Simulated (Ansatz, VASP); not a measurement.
**One calculation of CuSi16, two programs**

```
Si Cu
1.0
     0.00000    5.43000    5.43000
     5.43000    0.00000    5.43000
     5.43000    5.43000    0.00000
Si Cu
16 1
Cartesian
  0.0308 -0.0230 -0.0275
  1.3269 1.3310 1.3284
  2.7083 2.7271 -0.0088
  4.1043 4.1108 1.3260
  2.7078 -0.0062 2.7238
  4.1035 1.3294 4.1060
  5.4390 2.7264 2.7227
  6.7700 4.0929 4.0902
  -0.0142 2.7098 2.7068
  1.3669 4.0684 4.0644
  2.7246 5.4501 2.7057
  4.0701 6.7943 4.0808
  2.7242 2.7091 5.4457
  4.0699 4.0835 6.7909
  5.4183 5.4452 5.4418
  6.7790 6.7939 6.7903
  8.1932 8.1059 2.6709
```

Alike in both runs: functional PBE; k mesh 2 × 2 × 2; occupations fermi-dirac, width 0.05 eV; collinear spin.

Ansatz relaxed the structure, and its values are those at the end. VASP's run is a single point on that final structure, the one shown.

```csv
,VASP,Ansatz
version,VASP 6.6.1,Ansatz 0.2.0
potentials or method,"VASP PAW PBE potentials, release 64 (Si, Cu), cutoff 520 eV","scalar-relativistic, plane waves, PAW"
valence electrons in the cell,75,83
```

```tsv
	VASP	Ansatz	Ansatz less VASP
rms of the force components (eV/Å)	0.006	0.003	-0.0026
net moment per atom (μB)	0.00	0.00	0.000
```

VASP's potentials hold 75 valence electrons a cell and Ansatz's 83, so a difference there can come from the potentials and not from the codes. Ansatz's warnings: seeded moment not kept.

The k mesh is coarse, so the values compare programs but aren't converged.
